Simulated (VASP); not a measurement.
# Al (Fd-3m) in VASP: notebook

The runs below take Al through single point, with PBE.

Everything below comes from runs of VASP 6.6.1. Logs are shortened: lines on timing, memory, paths and dates and some standing lists are left out, and cuts for length are marked.

## 1. The cell of the first run

It takes space group Fd-3m (No. 227, cubic). Conventional cell: a = 4.049 Å, b = 4.049 Å, c = 4.049 Å, α = 90.00°, β = 90.00°, γ = 90.00°. Within 2.3 Å of Al (site symmetry -43m) lie 4 Al at 1.75 Å.

## 2. Single point, PBE

Contents of INCAR:

```
SYSTEM = Al
ALGO = Normal
EDIFF = 1E-7
ENCUT = 520
GGA = PE
ISIF = 2
ISMEAR = -1
LASPH = .TRUE.
LCHARG = .TRUE.
LELF = .TRUE.
LREAL = .FALSE.
LVHAR = .TRUE.
LWAVE = .FALSE.
NBANDS = 10
NELM = 60
PREC = Accurate
SIGMA = 0.08
```

Contents of KPOINTS:

```
k-points
0
G
  16 16 16
  0 0 0
```

Contents of POSCAR:

```
Al
1.0
    0.0000000000      2.0244647032      2.0244647032
    2.0244647032      0.0000000000      2.0244647032
    2.0244647032      2.0244647032      0.0000000000
Al
2
Direct
   -0.1250000000     -0.1250000000     -0.1250000000
    0.1250000000      0.1250000000      0.1250000000
```

Potentials or basis: VASP PAW PBE potentials, release 64 (Al).

Launch:

```bash
cat potpaw_PBE.64/Al/POTCAR > POTCAR
mpirun -np 1 vasp_std > vasp.out
```

OUTCAR:

```text
SYSTEM = Al
   EDIFF = 1E-7
   ENCUT = 520
   GGA = PE
   ISIF = 2
   ISMEAR = -1
   LASPH = .TRUE.
   LREAL = .FALSE.
   NELM = 60
   PREC = Accurate

 ion  position               nearest neighbor table
   1  0.875  0.875  0.875-   2 1.75   2 1.75   2 1.75   2 1.75   2 3.36   2 3.36   2 3.36   2 3.36
                             2 3.36   2 3.36   2 3.36   2 3.36   2 3.36   2 3.36   2 3.36   2 3.36
   2  0.125  0.125  0.125-   1 1.75   1 1.75   1 1.75   1 1.75   1 3.36   1 3.36   1 3.36   1 3.36
                             1 3.36   1 3.36   1 3.36   1 3.36   1 3.36   1 3.36   1 3.36   1 3.36

  LATTYP: Found a face centered cubic cell.
 ALAT       =     4.0489294064

  Lattice vectors:

 A1 = (   0.0000000000,   2.0244647032,   2.0244647032)
 A2 = (   2.0244647032,   0.0000000000,   2.0244647032)
 A3 = (   2.0244647032,   2.0244647032,   0.0000000000)

Analysis of symmetry for initial positions (statically):
=====================================================================
 Subroutine PRICEL returns:
 Original cell was already a primitive cell.

 Routine SETGRP: Setting up the symmetry group for a
 face centered cubic supercell.

 Subroutine GETGRP returns: Found 48 space group operations
 (whereof 12 operations were pure point group operations)
 out of a pool of 48 trial point group operations.

The static configuration has the point symmetry D_3d.
 The point group associated with its full space group is O_h .

Analysis of symmetry for dynamics (positions and initial velocities):
=====================================================================
 Subroutine PRICEL returns:
 Original cell was already a primitive cell.

 Routine SETGRP: Setting up the symmetry group for a
 face centered cubic supercell.

 Subroutine GETGRP returns: Found 48 space group operations
 (whereof 12 operations were pure point group operations)
 out of a pool of 48 trial point group operations.

The dynamic configuration has the point symmetry D_3d.
 The point group associated with its full space group is O_h .

 Subroutine INISYM returns: Found 48 space group operations
 (whereof 12 operations are pure point group operations),
 and found     1 'primitive' translations

----------------------------------------------------------------------------------------

                                     Primitive cell

  volume of cell :      16.5944

  direct lattice vectors                    reciprocal lattice vectors
     0.000000000  2.024464703  2.024464703    -0.246978868  0.246978868  0.246978868
     2.024464703  0.000000000  2.024464703     0.246978868 -0.246978868  0.246978868
     2.024464703  2.024464703  0.000000000     0.246978868  0.246978868 -0.246978868

  length of vectors
     2.863025440  2.863025440  2.863025440     0.427779947  0.427779947  0.427779947

  position of ions in fractional coordinates (direct lattice)
     0.875000000  0.875000000  0.875000000
     0.125000000  0.125000000  0.125000000

  ion indices of the primitive-cell ions
   primitive index   ion index
                 1           1
                 2           2

----------------------------------------------------------------------------------------

 KPOINTS: k-points

Automatic generation of k-mesh.
 Grid dimensions read from file:
 generate k-points for:   16   16   16

 Generating k-lattice:

  Cartesian coordinates                     Fractional coordinates (reciprocal lattice)
    -0.015436179  0.015436179  0.015436179     0.062500000  0.000000000  0.000000000
     0.015436179 -0.015436179  0.015436179     0.000000000  0.062500000  0.000000000
     0.015436179  0.015436179 -0.015436179     0.000000000  0.000000000  0.062500000

  Length of vectors
     0.026736247  0.026736247  0.026736247

  Shift w.r.t. Gamma in fractional coordinates (k-lattice)
     0.000000000  0.000000000  0.000000000

 Subroutine IBZKPT returns following result:
 ===========================================

 Found    145 irreducible k-points:

 Following reciprocal coordinates:
            Coordinates               Weight
  0.000000  0.000000  0.000000      1.000000
  0.062500  0.000000  0.000000      8.000000
  0.125000  0.000000  0.000000      8.000000
  0.187500  0.000000  0.000000      8.000000
  0.250000  0.000000  0.000000      8.000000
  0.312500  0.000000  0.000000      8.000000
[... 16 lines left out ...]
 -0.125000  0.062500  0.000000     24.000000
 -0.062500  0.062500  0.000000     12.000000
 [... further k-points ...]
   k-points           NKPTS =    145   k-points in BZ     NKDIM =    145   number of bands    NBANDS=     10
   number of dos      NEDOS =    301   number of ions     NIONS =      2
   total plane-waves  NPLWV =  13824
   dimension x,y,z NGX =    24 NGY =   24 NGZ =   24
   dimension x,y,z NGXF=    48 NGYF=   48 NGZF=   48
   ions per type =               2
   NGX,Y,Z   is equivalent  to a cutoff of  13.94, 13.94, 13.94 a.u.
   NGXF,Y,Z  is equivalent  to a cutoff of  27.87, 27.87, 27.87 a.u.
 SYSTEM =  Al
   PREC   = accura    normal or accurate (medium, high low for compatibility)
   ISTART =      0    job   : 0-new  1-cont  2-samecut
   ICHARG =      2    charge: 1-file 2-atom 10-const
   ISPIN  =      1    spin polarized calculation?
   LNONCOLLINEAR =      F non collinear calculations
   LSORBIT =      F    spin-orbit coupling
   LASPH  =      T    aspherical Exc in radial PAW
   ENCUT  =  520.0 eV  38.22 Ry    6.18 a.u.   5.32  5.32  5.32*2*pi/ulx,y,z
   NELM   =     60;   NELMIN=  2; NELMDL= -5     # of ELM steps
   EDIFF  = 0.1E-06   stopping-criterion for ELM
   LREAL  =      F    real-space projection
   EDIFFG = 0.1E-05   stopping-criterion for IOM
   NSW    =      0    number of steps for IOM
   IBRION =     -1    ionic relax: 0-MD 1-quasi-New 2-CG
   NFREE  =      0    steps in history (QN), initial steepest desc. (CG)
   ISIF   =      2    stress and relaxation
   ISYM   =      2    0-nonsym 1-usesym 2-fastsym
   POTIM  = 0.5000    time-step for ionic-motion
   TEBEG  =    0.0;   TEEND  =   0.0 temperature during run
   PSTRESS=    0.0 pullay stress
   NELECT =       6.0000    total number of electrons
   NUPDOWN=      -1.0000    fix difference up-down
   EMIN   =  10.00;   EMAX   =-10.00  energy-range for DOS
   EFERMI =   0.00;   METHOD = LEGACY
   ISMEAR =    -1;   SIGMA  =   0.08  broadening in eV -4-tet -1-fermi 0-gaus
   EFERMI_NEDOS =   21; number of points for ismear=-14 and -15
   IALGO  =     38    algorithm
   IMIX   =      4    mixing-type and parameters
     AMIX     =   0.40;   BMIX     =  1.00
     AMIX_MAG =   1.60;   BMIX_MAG =  1.00
  volume/ion in A,a.u.               =       8.30        55.99
  Fermi-wavevector in a.u.,A,eV,Ry     =   1.166286  2.203961 18.506956  1.360223
  Thomas-Fermi vector in A             =   2.302801
   LORBIT       =      0    0 simple, 1 ext, 2 COOP (PROOUT), +10 PAW based schemes
   GGA     = PE    functional components
   LHFCALC =     F    Hartree Fock is set to
   AEXX    =    0.0000 exact exchange contribution
   IVDW    =     0    specifies the selected vdW correction
   LEPSILON=     F    determine dielectric tensor
   LRPA    =     F    only Hartree local field effects (RPA)
 non-spin polarized calculation
  energy-cutoff  :      520.00
  volume of cell :       16.59
 maximum number of plane-waves:       462
 NGX is ok and might be reduce to    24
   NGX = 11   NGY = 11   NGZ = 11

 number of electron       6.0000000 magnetization

 Free energy of the ion-electron system (eV)
  ---------------------------------------------------
  ext. energy  EPLUGINS =         0.00000000
  ---------------------------------------------------
  free energy    TOTEN  =        13.18892099 eV

  energy without entropy =       13.20199793  energy(sigma->0) =       13.19545946

 E-fermi :  17.1507     XC(G=0): -12.9252

 val. band max:       17.1447537617   @ k =   0.5000   0.3125   0.0000
 cond. band min:      17.1675520725   @ k =  -0.4375   0.1875   0.0625
 fundamental gap:      0.0227983108
 Fermi energy:        17.1506831467

 k-point     1 :       0.0000    0.0000    0.0000
  band No.  band energies     occupation
      1       1.1222      2.00000
      2      22.3291      0.00000
      3      22.3291      0.00000
      4      22.3291      0.00000
      5      23.5615      0.00000
      6      23.5615      0.00000
      7      23.5615      0.00000
      8      27.0050      0.00000
      9      27.0050      0.00000
     10      33.6098      0.00000

 k-point     2 :       0.0625    0.0000    0.0000
  band No.  band energies     occupation
      1       1.2278      2.00000
      2      21.0460      0.00000
      3      22.0029      0.00000
      4      22.0029      0.00000
      5      24.0328      0.00000
      6      24.0328      0.00000
      7      24.4206      0.00000
      8      26.7103      0.00000
      9      26.7103      0.00000
     10      33.1663      0.00000

 k-point     3 :       0.1250    0.0000    0.0000
  band No.  band energies     occupation
      1       1.5432      2.00000
      2      19.0767      0.00000
      3      21.5153      0.00000
      4      21.5153      0.00000
      5      24.8880      0.00000
      6      24.8880      0.00000
      7      25.2175      0.00000
      8      26.0598      0.00000
      9      26.0598      0.00000
     10      32.3665      0.00000

 k-point     4 :       0.1875    0.0000    0.0000
  band No.  band energies     occupation
      1       2.0657      2.00000
      2      16.9873      1.77035
      3      21.1224      0.00000
      4      21.1224      0.00000
      5      24.8216      0.00000
      6      24.8216      0.00000
      7      25.6525      0.00000
      8      26.3718      0.00000
      9      26.3718      0.00000
     10      31.4902      0.00000
[... 222 lines left out ...]
 k-point    22 :      -0.1875    0.0625    0.0000
  band No.  band energies     occupation
      1       2.3773      2.00000
      2      16.3602      1.99990
      3      19.5652      0.00000
      4      22.1149      0.00000
      5      23.6590      0.00000
      6      25.1320      0.00000
      7      25.7531      0.00000
      8      26.1039      0.00000
      9      27.5561      0.00000
     10      31.8235      0.00000

 k-point    23 :      -0.1250    0.0625    0.0000
  band No.  band energies     occupation
      1       1.7875      2.00000
      2      18.4454      0.00000
      3      19.9380      0.00000
      4      22.3927      0.00000
      5      24.3297      0.00000
      6      24.9568      0.00000
      7      25.6367      0.00000
      8      25.8068      0.00000
      9      26.5829      0.00000
     10      32.5441      0.00000

 k-point    24 :      -0.0625    0.0625    0.0000
  band No.  band energies     occupation
      1       1.4032      2.00000
      2      20.3875      0.00000
      3      20.4993      0.00000
      4      22.5182      0.00000
      5      23.7775      0.00000
      6      24.9392      0.00000
      7      25.2168      0.00000
      8      25.8465      0.00000
      9      26.7208      0.00000
     10      32.9776      0.00000

 [... further k-points ...]
[... 5 lines left out ...]
  --------------------------------------------------------------------------------------
  -------------------------------------------------------------------------------------
  Total       41.4377882     41.4377882     41.4377882      0.0000000     -0.0000000     -0.0000000
  in kB     4000.7970898   4000.7970898   4000.7970898      0.0000000     -0.0000000     -0.0000000
  external PRESSURE =    4000.7970898 kB  Pullay stress =       0.0000000 kB

 VOLUME and BASIS-vectors are now :
 -----------------------------------------------------------------------------
  energy-cutoff  :      520.00
  volume of cell :       16.59
      direct lattice vectors                 reciprocal lattice vectors
     0.000000000  2.024464703  2.024464703    -0.246978868  0.246978868  0.246978868
     2.024464703  0.000000000  2.024464703     0.246978868 -0.246978868  0.246978868
     2.024464703  2.024464703  0.000000000     0.246978868  0.246978868 -0.246978868

 POSITION                                       TOTAL-FORCE (eV/Angst)
 -----------------------------------------------------------------------------------
      3.54281      3.54281      3.54281        -0.000000     -0.000000     -0.000000
      0.50612      0.50612      0.50612         0.000000      0.000000      0.000000
 -----------------------------------------------------------------------------------
    total drift:                                0.000000     -0.000000     -0.000000

  FREE ENERGIE OF THE ION-ELECTRON SYSTEM (eV)
  ---------------------------------------------------
  free  energy   TOTEN  =        13.1889209927 eV

  energy  without entropy=       13.2019979341  energy(sigma->0) =       13.19545946
```

It took 50 s on 1 thread of Intel Xeon 8259CL, shared host; peak memory 0.11 GiB.

What came out:

```
Free energy            : 13.1889 eV
Pressure               : 400.1 GPa
Band gap on the k mesh : zero (band 3 reaches 22.33 eV, above the bottom of band 4 at 12.05 eV)
```

[end of part 1 of 2]
